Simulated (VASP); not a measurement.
# Zr2TeSe (Pmmm) in VASP: notebook, part 2 of 3

VASP 6.6.1. Earlier steps stand in the parts before.

## Step 3: Single point, PBE

This run uses another cell than the first one, of 29.31 Å³/atom, 1.146 times its volume.

Input file INCAR:

```
SYSTEM = Zr2TeSe
PREC     = Accurate       ! precision mode
ENCUT    = 520            ! plane-wave cutoff, eV
EDIFF    = 1E-6           ! SCF threshold, eV
ISMEAR   = 0              ! smearing method
SIGMA    = 0.1            ! smearing width, eV
LREAL    = .FALSE.        ! projectors in reciprocal space
LASPH    = .TRUE.         ! aspherical terms in the spheres
NELM     = 60             ! most SCF steps
ALGO     = Normal         ! electronic algorithm
ISIF     = 2              ! what is computed and relaxed
LWAVE    = .FALSE.        ! write WAVECAR
LCHARG   = .TRUE.         ! write CHGCAR
GGA      = PE             ! functional
LELF     = .TRUE.         ! ELF
LVHAR    = .TRUE.       
NBANDS   = 26             ! bands
```

Input file KPOINTS:

```
regular mesh
0
G
  4 4 4
  0 0 0
```

Input file POSCAR:

```
Zr2TeSe
1.0
    4.1298188874      0.0000000000      0.0000000000
    0.0000000000      4.0003981102      0.0000000000
    0.0000000000      0.0000000000      7.0966254489
Zr Te Se
2 1 1
Direct
    0.0000000000      0.5000000000      0.7661946201
    0.0000000000      0.5000000000      0.2338053799
    0.5000000000      0.5000000000      0.5000000000
    0.0000000000      0.0000000000      0.0000000000
```

Potentials or basis: VASP PAW PBE potentials, release 64 (Zr_sv, Te, Se).

On the command line:

```bash
$ cat potpaw_PBE.64/Zr_sv/POTCAR potpaw_PBE.64/Te/POTCAR potpaw_PBE.64/Se/POTCAR > POTCAR
$ mpirun -np 1 vasp_std > vasp.out
```

OUTCAR:

```text
SYSTEM = Zr2TeSe
   PREC = Accurate
   ENCUT = 520
   EDIFF = 1E-6
   ISMEAR = 0
   LREAL = .FALSE.
   LASPH = .TRUE.
   NELM = 60
   ISIF = 2
   GGA = PE

 ion  position               nearest neighbor table
   1  0.000  0.500  0.766-   4 2.60   4 2.60   3 2.80   3 2.80   2 3.32   2 3.78
   2  0.000  0.500  0.234-   4 2.60   4 2.60   3 2.80   3 2.80   1 3.32   1 3.78
   3  0.500  0.500  0.500-   1 2.80   2 2.80   1 2.80   2 2.80
   4  0.000  0.000  0.000-   1 2.60   2 2.60   1 2.60   2 2.60

  LATTYP: Found a simple orthorhombic cell.
 ALAT       =     4.0003981102
 B/A-ratio  =     1.0323519744
 C/A-ratio  =     1.7739798024

  Lattice vectors:

 A1 = (   0.0000000000,  -4.0003981102,   0.0000000000)
 A2 = (   4.1298188874,   0.0000000000,   0.0000000000)
 A3 = (   0.0000000000,   0.0000000000,   7.0966254489)

Analysis of symmetry for initial positions (statically):
=====================================================================
 Subroutine PRICEL returns:
 Original cell was already a primitive cell.

 Routine SETGRP: Setting up the symmetry group for a
 simple orthorhombic supercell.

 Subroutine GETGRP returns: Found  8 space group operations
 (whereof  8 operations were pure point group operations)
 out of a pool of  8 trial point group operations.

The static configuration has the point symmetry D_2h.

Analysis of symmetry for dynamics (positions and initial velocities):
=====================================================================
 Subroutine PRICEL returns:
 Original cell was already a primitive cell.

 Routine SETGRP: Setting up the symmetry group for a
 simple orthorhombic supercell.

 Subroutine GETGRP returns: Found  8 space group operations
 (whereof  8 operations were pure point group operations)
 out of a pool of  8 trial point group operations.

The dynamic configuration has the point symmetry D_2h.

 Subroutine INISYM returns: Found  8 space group operations
 (whereof  8 operations are pure point group operations),
[... 119 lines left out ...]
     AMIX     =   0.40;   BMIX     =  1.00
     AMIX_MAG =   1.60;   BMIX_MAG =  1.00
  volume/ion in A,a.u.               =      29.31       197.80
  Fermi-wavevector in a.u.,A,eV,Ry     =   1.104452  2.087112 16.596589  1.219815
  Thomas-Fermi vector in A             =   2.240925
   LORBIT       =      0    0 simple, 1 ext, 2 COOP (PROOUT), +10 PAW based schemes
   GGA     = PE    functional components
   LHFCALC =     F    Hartree Fock is set to
   AEXX    =    0.0000 exact exchange contribution
   IVDW    =     0    specifies the selected vdW correction
   LEPSILON=     F    determine dielectric tensor
   LRPA    =     F    only Hartree local field effects (RPA)
 non-spin polarized calculation
 Gauss-broadening in eV      SIGMA  =   0.10
  energy-cutoff  :      520.00
  volume of cell :      117.24
 maximum number of plane-waves:      3182
 NGX is ok and might be reduce to    32
   NGX = 15   NGY = 15   NGZ = 27

 number of electron      35.9999999 magnetization

 Free energy of the ion-electron system (eV)
  ---------------------------------------------------
  ext. energy  EPLUGINS =         0.00000000
  ---------------------------------------------------
  free energy    TOTEN  =       -25.73438775 eV

  energy without entropy =      -25.72844488  energy(sigma->0) =      -25.73141631

 E-fermi :   6.2195     XC(G=0):  -9.4086

 val. band max:        6.1956787046   @ k =   0.2500   0.2500   0.0000
 cond. band min:       6.2811222369   @ k =   0.0000   0.5000   0.5000
 fundamental gap:      0.0854435323
 Fermi energy:         6.2195157888

 k-point     1 :       0.0000    0.0000    0.0000
  band No.  band energies     occupation
      1     -43.4502      2.00000
      2     -43.4305      2.00000
      3     -21.6506      2.00000
      4     -21.5418      2.00000
      5     -21.5335      2.00000
      6     -21.4978      2.00000
[... 685 lines left out ...]
     25       9.3414      0.00000
     26       9.7068      0.00000

 [... further k-points ...]

------------------------ aborting loop because EDIFF is reached ----------------------------------------

  FORCE on cell =-STRESS in cart. coord.  units (eV):
  Direction    XX          YY          ZZ          XY          YZ          ZX
  --------------------------------------------------------------------------------------
  -------------------------------------------------------------------------------------
  Total        0.0157699      0.0712093      0.0049762      0.0000000      0.0000000      0.0000000
  in kB        0.2155024      0.9731081      0.0680022      0.0000000      0.0000000      0.0000000
  external PRESSURE =       0.4188709 kB  Pullay stress =       0.0000000 kB

 VOLUME and BASIS-vectors are now :
 -----------------------------------------------------------------------------
  energy-cutoff  :      520.00
  volume of cell :      117.24
      direct lattice vectors                 reciprocal lattice vectors
     4.129818887  0.000000000  0.000000000     0.242141369  0.000000000  0.000000000
     0.000000000  4.000398110  0.000000000     0.000000000  0.249975121  0.000000000
     0.000000000  0.000000000  7.096625449     0.000000000  0.000000000  0.140912044

 POSITION                                       TOTAL-FORCE (eV/Angst)
 -----------------------------------------------------------------------------------
      0.00000      2.00020      5.43740         0.000000      0.000000     -0.017322
      0.00000      2.00020      1.65923         0.000000      0.000000      0.017322
      2.06491      2.00020      3.54831         0.000000      0.000000      0.000000
      0.00000      0.00000      0.00000         0.000000      0.000000      0.000000
 -----------------------------------------------------------------------------------
    total drift:                               -0.000000      0.000000      0.000000

  FREE ENERGIE OF THE ION-ELECTRON SYSTEM (eV)
  ---------------------------------------------------
  free  energy   TOTEN  =       -25.7343877463 eV

  energy  without entropy=      -25.7284448769  energy(sigma->0) =      -25.73141631
```

It took 1.8 min on 1 thread of Intel Xeon 6975P-C, shared host; peak memory 0.27 GiB.

Results:

- Free energy: -25.7344 eV
- Pressure: 0.0 GPa
- Largest force: 0.017 eV/Å
- Band gap on the k mesh: zero (band 18 reaches 6.99 eV, above the bottom of band 19 at 5.53 eV)

Forces on the atoms (eV/Å):
```
Zr   0.000  0.000 -0.017
Zr   0.000  0.000  0.017
Te   0.000  0.000  0.000
Se   0.000  0.000  0.000
```

Caveat: the k points lie up to 0.39 Å⁻¹ apart; spin-orbit coupling is left out, which moves the levels of the heavy elements.

## Step 4: Relaxation of cell and atoms, PBE

Input file INCAR:

```
SYSTEM = Zr2TeSe
ALGO     = Normal         ! electronic algorithm
EDIFF    = 1E-7           ! SCF threshold, eV
EDIFFG   = -0.04          ! ionic threshold
ENCUT    = 600            ! plane-wave cutoff, eV
GGA      = PE             ! functional
IBRION   = 2              ! ionic algorithm
ISIF     = 3              ! what is computed and relaxed
ISMEAR   = 0              ! smearing method
LASPH    = .TRUE.         ! aspherical terms in the spheres
LCHARG   = .FALSE.        ! write CHGCAR
LREAL    = .FALSE.        ! projectors in reciprocal space
LWAVE    = .FALSE.        ! write WAVECAR
NELM     = 60             ! most SCF steps
NSW      = 90             ! ionic steps
PREC     = Accurate       ! precision mode
SIGMA    = 0.1            ! smearing width, eV
```

Input file KPOINTS:

```
k-points
0
G
  4 4 4
  0 0 0
```

Input file POSCAR:

```
Zr2TeSe
1.0
    3.7947881400      0.0000000000      0.0000000000
    0.0000000000      3.9951548900      0.0000000000
    0.0000000000      0.0000000000      6.7458465700
Zr Te Se
2 1 1
Direct
    0.0000000000      0.5000000000      0.7479710000
    0.0000000000      0.5000000000      0.2520290000
    0.5000000000      0.5000000000      0.5000000000
    0.0000000000      0.0000000000      0.0000000000
```

On the command line:

```bash
$ cat potpaw_PBE.64/Zr_sv/POTCAR potpaw_PBE.64/Te/POTCAR potpaw_PBE.64/Se/POTCAR > POTCAR
$ mpirun -np 1 vasp_std > vasp.out
```

Run time: 14 min. Hardware: 1 thread of Intel Xeon 6975P-C, shared host; peak memory 0.28 GiB.

It converged, with:

```yaml
Free_energy: -25.7308 eV
Relaxed_volume: 29.39 Å³/atom
Relaxed_cell: a = 4.158 Å, b = 3.993 Å, c = 7.079 Å, α = 90.00°, β = 90.00°, γ = 90.00°
Space_group_after_relaxing_to_0.05_Å: Pmmm (No. 47)
Energy_gained_by_relaxing: 347.5 meV/atom
Ionic_steps: 10
Pressure_after_relaxing: -0.1 GPa
Largest_force_after_relaxing: 0.010 eV/Å
Band_gap_on_the_k_mesh: zero (band 18 reaches 6.98 eV, above the bottom of band 19 at 5.51 eV)
```

Forces in eV/Å, atoms in the order of the input:
```
Zr   0.000  0.000 -0.010
Zr   0.000  0.000  0.010
Te   0.000  0.000  0.000
Se   0.000  0.000  0.000
```

Stress tensor (GPa, compression positive):
```
-0.20  0.00  0.00
 0.00  0.14  0.00
 0.00  0.00 -0.09
```

The path:
```csv
step,energy change (eV),largest force (eV/Å),pressure (GPa),volume (Å³)
1,0.0000,3.7988,16.58,102.27
2,0.0154,0.5730,-8.58,144.96
3,-1.3578,0.2775,-1.96,119.65
4,-1.3644,0.3715,-1.38,118.67
5,-1.3654,0.4303,-1.02,118.08
6,-1.3811,0.0541,0.94,115.55
7,-1.3847,0.1026,0.32,116.29
8,-1.3873,0.0405,0.06,116.91
9,-1.3882,0.0251,-0.21,117.56
10,-1.3898,0.0102,-0.05,117.54
```

Final structure:
```cif
data_structure
_symmetry_space_group_name_H-M 'P 1'
_symmetry_Int_Tables_number 1
_cell_length_a 4.1583
_cell_length_b 3.9929
_cell_length_c 7.0793
_cell_angle_alpha 90.000
_cell_angle_beta 90.000
_cell_angle_gamma 90.000
_cell_volume 117.54
loop_
_atom_site_label
_atom_site_type_symbol
_atom_site_fract_x
_atom_site_fract_y
_atom_site_fract_z
_atom_site_occupancy
Zr1 Zr 0.00000 0.50000 0.76485 1
Zr2 Zr 0.00000 0.50000 0.23515 1
Te1 Te 0.50000 0.50000 0.50000 1
Se1 Se 0.00000 0.00000 0.00000 1
```

Levels at points of the mesh, in eV from the Fermi level:
```
           k point  band 14  band 15  band 16  band 17  band 18  band 19  band 20  band 21  band 22
(0.00, 0.00, 0.00)    -3.96    -2.61    -1.78    -1.52    -1.19     0.78     1.04     1.09     1.18
(0.50, 0.00, 0.00)    -4.55    -3.89    -1.74    -1.08     0.79     1.02     1.23     1.34     1.90
(0.00, 0.50, 0.00)    -4.25    -3.55    -3.00    -0.95     0.49     0.78     0.93     1.19     1.83
(0.50, 0.50, 0.00)    -3.83    -3.50    -3.04    -0.84    -0.81    -0.68     1.39     1.55     1.59
(0.00, 0.00, 0.50)    -3.67    -3.03    -1.85    -1.17    -0.94     1.14     1.16     1.19     1.33
(0.50, 0.00, 0.50)    -4.53    -3.90    -1.67    -0.94     0.38     0.54     1.12     1.44     1.52
(0.00, 0.50, 0.50)    -4.09    -3.42    -2.98    -0.59     0.07     0.25     0.41     1.22     1.78
(0.50, 0.50, 0.50)    -4.08    -4.00    -3.55    -0.66    -0.59     0.96     1.17     1.17     1.20
```

Caveat: the k points lie up to 0.39 Å⁻¹ apart in the final cell; spin-orbit coupling is left out, which moves the levels of the heavy elements.

[end of part 2 of 3]
